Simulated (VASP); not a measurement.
Input of a VASP 6.6.1 run:

File INCAR:

```
PREC = Accurate
ENCUT = 600
EDIFF = 1E-7
ISMEAR = -1
SIGMA = 0.05
LREAL = F
LASPH = T
NELM = 100
ALGO = Normal
ISIF = 3
LWAVE = F
LCHARG = F
GGA = PS
IBRION = 2
NSW = 80
EDIFFG = -0.02
PSTRESS = 50.0
```

KPOINTS

```
Automatic mesh
0
Gamma
  6 6 6
```

Contents of POSCAR:

```
Sn3Se
1.0
    4.7418790000      0.0000000000      0.0000000000
    0.0000000000      4.7418790000      0.0000000000
    0.0000000000      0.0000000000      4.7418790000
Sn Se
3 1
Direct
    0.5000000000      0.5000000000      0.0000000000
    0.5000000000      0.0000000000      0.5000000000
    0.0000000000      0.5000000000      0.5000000000
    0.0000000000      0.0000000000      0.0000000000
```

Potentials or basis: VASP PAW PBE potentials, release 64 (Sn_d, Se).

Run with:

```sh
$ cat potpaw_PBE.64/Sn_d/POTCAR potpaw_PBE.64/Se/POTCAR > POTCAR
$ mpirun -np 1 vasp_std > vasp.out
```

Problem. Predict the space group after relaxing (to 0.05 Å).

Solution. Pm-3m (No. 221).

Problem. Estimate the relaxed volume.

Solution. 23.37 Å³/atom.

Problem. Predict the band gap on the k mesh.

Solution. Zero (band 24 reaches 11.08 eV, above the bottom of band 25 at 8.24 eV).

Final structure:
```
CELL_PARAMETERS angstrom
4.53848 0.00000 0.00000
0.00000 4.53848 0.00000
0.00000 0.00000 4.53848
ATOMIC_POSITIONS crystal
Sn 0.50000 0.50000 0.00000
Sn 0.50000 0.00000 0.50000
Sn 0.00000 0.50000 0.50000
Se 0.00000 0.00000 0.00000
```

Caveat: the cell is relaxed towards a set pressure, so the enthalpy falls and the energy may rise; the PAW data sets were made with another functional, which shifts forces and pressure a little; spin-orbit coupling is left out, which moves the levels of the heavy elements.
